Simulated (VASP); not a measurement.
# NaF (I-4m2) in VASP: a series of runs

Aim: see how the results for NaF move with the level of theory and the settings. Levels: PBE, r2SCAN. Tasks: single point.

Everything below comes from runs of VASP 6.6.1. Logs are shortened: lines on timing, memory, paths and dates and some standing lists are left out, and cuts for length are marked.

## (1) The cell of the first run

Symmetry: I-4m2, No. 119, tetragonal system. Conventional cell: a = 3.550 Å, b = 3.550 Å, c = 5.063 Å, α = 90.00°, β = 90.00°, γ = 90.00°. Na (site symmetry -4m2) has 4 F at 2.18 Å within 2.9 Å. Within 2.9 Å of F (site symmetry -4m2) lie 4 Na at 2.18 Å.

## (2) Single point, PBE (biaxial xy strain -0.8%)

The input, INCAR:

```
  PREC = Accurate
  ENCUT = 520
  EDIFF = 1E-6
  ISMEAR = -1
  SIGMA = 0.02
  LREAL = False
  LASPH = True
  NELM = 100
  ALGO = Normal
  ISIF = 2
  LWAVE = False
  LCHARG = False
  GGA = PE
  NBANDS = 14
```

The input, KPOINTS:

```
regular mesh
0
Gamma
  8 8 8
```

The input, POSCAR:

```
NaF
1.0
    0.0000000000      2.5099987724      2.5312613679
    2.5099987724      0.0000000000      2.5312613679
    2.5099987724      2.5099987724      0.0000000000
Na F
1 1
Direct
    0.0000000000      0.0000000000      0.0000000000
    0.2500000000      0.2500000000      0.2500000000
```

Potentials or basis: VASP PAW PBE potentials, release 64 (Na_pv, F).

Started as:

```console
cat potpaw_PBE.64/Na_pv/POTCAR potpaw_PBE.64/F/POTCAR > POTCAR
mpirun -np 1 vasp_std > vasp.out
```

OUTCAR:

```text
PREC = Accurate
   ENCUT = 520
   EDIFF = 1E-6
   ISMEAR = -1
   LREAL = False
   LASPH = True
   NELM = 100
   ISIF = 2
   GGA = PE

 ion  position               nearest neighbor table
   1  0.000  0.000  0.000-   2 2.18   2 2.18   2 2.18   2 2.18
   2  0.250  0.250  0.250-   1 2.18   1 2.18   1 2.18   1 2.18

  LATTYP: Found a body centered tetragonal cell.
 ALAT       =     3.5496743055
 C/A-ratio  =     1.4261935885

  Lattice vectors:

 A1 = (  -2.5099987724,   0.0000000000,   2.5312613679)
 A2 = (   2.5099987724,   0.0000000000,   2.5312613679)
 A3 = (   0.0000000000,   2.5099987724,  -2.5312613679)

Analysis of symmetry for initial positions (statically):
=====================================================================
 Subroutine PRICEL returns:
 Original cell was already a primitive cell.

 Routine SETGRP: Setting up the symmetry group for a
 body centered tetragonal supercell.

 Subroutine GETGRP returns: Found  8 space group operations
 (whereof  8 operations were pure point group operations)
 out of a pool of 16 trial point group operations.

The static configuration has the point symmetry D_2d.

Analysis of symmetry for dynamics (positions and initial velocities):
=====================================================================
 Subroutine PRICEL returns:
 Original cell was already a primitive cell.

 Routine SETGRP: Setting up the symmetry group for a
 body centered tetragonal supercell.

 Subroutine GETGRP returns: Found  8 space group operations
 (whereof  8 operations were pure point group operations)
 out of a pool of 16 trial point group operations.

The dynamic configuration has the point symmetry D_2d.

 Subroutine INISYM returns: Found  8 space group operations
 (whereof  8 operations are pure point group operations),
 and found     1 'primitive' translations

----------------------------------------------------------------------------------------

                                     Primitive cell

  volume of cell :      31.8944

  direct lattice vectors                    reciprocal lattice vectors
     0.000000000  2.509998772  2.531261368    -0.199203285  0.199203285  0.197529977
     2.509998772  0.000000000  2.531261368     0.199203285 -0.199203285  0.197529977
     2.509998772  2.509998772  0.000000000     0.199203285  0.199203285 -0.197529977

  length of vectors
     3.564740937  3.564740937  3.549674305     0.344066838  0.344066838  0.344066838

  position of ions in fractional coordinates (direct lattice)
     0.000000000  0.000000000  0.000000000
[... 88 lines left out ...]
   PSTRESS=    0.0 pullay stress
   NELECT =      14.0000    total number of electrons
   NUPDOWN=      -1.0000    fix difference up-down
   EMIN   =  10.00;   EMAX   =-10.00  energy-range for DOS
   EFERMI =   0.00;   METHOD = LEGACY
   ISMEAR =    -1;   SIGMA  =   0.02  broadening in eV -4-tet -1-fermi 0-gaus
   EFERMI_NEDOS =   21; number of points for ismear=-14 and -15
   IALGO  =     38    algorithm
   IMIX   =      4    mixing-type and parameters
     AMIX     =   0.40;   BMIX     =  1.00
     AMIX_MAG =   1.60;   BMIX_MAG =  1.00
  volume/ion in A,a.u.               =      15.95       107.62
  Fermi-wavevector in a.u.,A,eV,Ry     =   1.244169  2.351139 21.061240  1.547957
  Thomas-Fermi vector in A             =   2.378448
   LORBIT       =      0    0 simple, 1 ext, 2 COOP (PROOUT), +10 PAW based schemes
   GGA     = PE    functional components
   LHFCALC =     F    Hartree Fock is set to
   AEXX    =    0.0000 exact exchange contribution
   IVDW    =     0    specifies the selected vdW correction
   LEPSILON=     F    determine dielectric tensor
   LRPA    =     F    only Hartree local field effects (RPA)
 non-spin polarized calculation
  energy-cutoff  :      520.00
  volume of cell :       31.89
 maximum number of plane-waves:       889
   NGX = 13   NGY = 13   NGZ = 13

 number of electron      13.9999984 magnetization

 Free energy of the ion-electron system (eV)
  ---------------------------------------------------
  ext. energy  EPLUGINS =         0.00000000
  ---------------------------------------------------
  free energy    TOTEN  =        -8.37519166 eV

  energy without entropy =       -8.37519166  energy(sigma->0) =       -8.37519166

 E-fermi :  -2.7425     XC(G=0):  -7.8031

 val. band max:       -3.3428225393   @ k =  -0.1250   0.1250   0.0000
 cond. band min:       2.3237927060   @ k =   0.0000   0.0000   0.0000
 fundamental gap:      5.6666152452
 Fermi energy:        -2.7424815674

 k-point     1 :       0.0000    0.0000    0.0000
  band No.  band energies     occupation
      1     -22.1354      2.00000
      2     -22.1354      2.00000
      3     -22.1340      2.00000
      4     -22.1039      2.00000
      5      -3.3486      2.00000
      6      -3.3431      2.00000
      7      -3.3431      2.00000
      8       2.3238      0.00000
      9      16.1353      0.00000
     10      16.1537      0.00000
     11      16.1537      0.00000
     12      17.6588      0.00000
     13      17.7861      0.00000
     14      17.7862      0.00000
[... 377 lines left out ...]
      1     -22.7200      2.00000
      2     -22.1527      2.00000
      3     -22.1490      2.00000
      4     -21.4575      2.00000
      5      -4.0200      2.00000
      6      -3.4237      2.00000
      7      -3.4063      2.00000
      8       5.0545      0.00000
      9      10.1312      0.00000
     10      13.2683      0.00000
     11      14.1945      0.00000
     12      16.8423      0.00000
     13      19.0162      0.00000
     14      19.1599      0.00000

 [... further k-points ...]

------------------------ aborting loop because EDIFF is reached ----------------------------------------

  FORCE on cell =-STRESS in cart. coord.  units (eV):
  Direction    XX          YY          ZZ          XY          YZ          ZX
  --------------------------------------------------------------------------------------
  -------------------------------------------------------------------------------------
  Total        0.5325229      0.5325229      0.5307003      0.0000000      0.0000000      0.0000000
  in kB       26.7506805     26.7506805     26.6591271      0.0000000      0.0000000      0.0000000
  external PRESSURE =      26.7201627 kB  Pullay stress =       0.0000000 kB

 VOLUME and BASIS-vectors are now :
 -----------------------------------------------------------------------------
  energy-cutoff  :      520.00
  volume of cell :       31.89
      direct lattice vectors                 reciprocal lattice vectors
     0.000000000  2.509998772  2.531261368    -0.199203285  0.199203285  0.197529977
     2.509998772  0.000000000  2.531261368     0.199203285 -0.199203285  0.197529977
     2.509998772  2.509998772  0.000000000     0.199203285  0.199203285 -0.197529977

 POSITION                                       TOTAL-FORCE (eV/Angst)
 -----------------------------------------------------------------------------------
      0.00000      0.00000      0.00000         0.000000      0.000000     -0.000000
      1.25500      1.25500      1.26563        -0.000000     -0.000000      0.000000
 -----------------------------------------------------------------------------------
    total drift:                               -0.000000     -0.000000     -0.000000

  FREE ENERGIE OF THE ION-ELECTRON SYSTEM (eV)
  ---------------------------------------------------
  free  energy   TOTEN  =        -8.3751916558 eV

  energy  without entropy=       -8.3751916558  energy(sigma->0) =       -8.37519166
```

stdout:

```text
POSCAR found type information on POSCAR NaF
 POSCAR found :  2 types and       2 ions
 scaLAPACK will be used
 LDA part: xc-table for (Slater+PW92), standard interpolation
 POSCAR, INCAR and KPOINTS ok, starting setup
 FFT: planning ... GRIDC
 FFT: planning ... GRID_SOFT
 FFT: planning ... GRID
 WAVECAR not read
 entering main loop
```

It took 16 s on 1 thread of Intel Xeon Platinum 8488C (Sapphire Rapids), shared host; peak memory 0.15 GiB.

Results:

```
Free energy            : -8.3752 eV
Pressure               : 2.7 GPa
Band gap on the k mesh : 5.67 eV
```

Caveat: the cell differs from its parent crystal (biaxial xy strain -0.8%); the structure was generated, so it needn't be the stable form of NaF. A k mesh can miss the band edges.

## (3) Single point, r2SCAN (biaxial xy strain -0.8%)

POSCAR is that of step 2.

The input, INCAR.step1:

```
PREC = Accurate
ENCUT = 520
ISMEAR = 0
SIGMA = 0.01
LREAL = F
LASPH = T
NELM = 100
NBANDS = 14
GGA = PE
ALGO = Normal
EDIFF = 1E-4
LWAVE = T
LCHARG = F
```

The input, INCAR.step2:

```
PREC = Accurate
ENCUT = 520
EDIFF = 1E-7
ISMEAR = 0
SIGMA = 0.01
LREAL = F
LASPH = T
NELM = 100
ALGO = Normal
ISIF = 2
LWAVE = F
LCHARG = F
METAGGA = R2SCAN
LMIXTAU = T
NBANDS = 14
ISTART = 1
```

KPOINTS is that of step 2.

Potentials or basis: VASP PAW PBE potentials, release 64 (Na_pv, F).

Started as:

```console
cat potpaw_PBE.64/Na_pv/POTCAR potpaw_PBE.64/F/POTCAR > POTCAR
cp INCAR.step1 INCAR
mpirun -np 1 vasp_std > vasp.out
cp INCAR.step2 INCAR
mpirun -np 1 vasp_std > vasp.out
```

It took 81 s on 1 thread of Intel Xeon Platinum 8488C (Sapphire Rapids), shared host; peak memory 0.16 GiB.

It converged, with:

* Free energy: -12.3212 eV
* Pressure: 0.3 GPa
* Band gap on the k mesh: 6.33 eV

Levels at points of the mesh, in eV from the valence-band top:
```tsv
k point	band 3	band 4	band 5	band 6	band 7	band 8	band 9	band 10	band 11	band 12
(0.00, 0.00, 0.00)	-19.35	-19.35	-0.01	0.00	0.00	6.33	20.66	20.68	20.68	21.86
(0.50, 0.00, 0.00)	-19.36	-18.87	-0.83	-0.04	-0.03	10.63	11.89	18.12	18.25	21.45
(0.50, 0.50, 0.00)	-19.38	-18.74	-0.77	-0.14	-0.14	10.52	12.77	17.80	18.36	18.36
(0.50, 0.00, 0.50)	-19.38	-18.75	-0.76	-0.16	-0.15	10.55	12.84	17.78	18.23	18.31
```

Caveat: the cell differs from its parent crystal (biaxial xy strain -0.8%); the structure was generated, so it needn't be the stable form of NaF; the PAW data sets were made with another functional, which shifts forces and pressure a little.
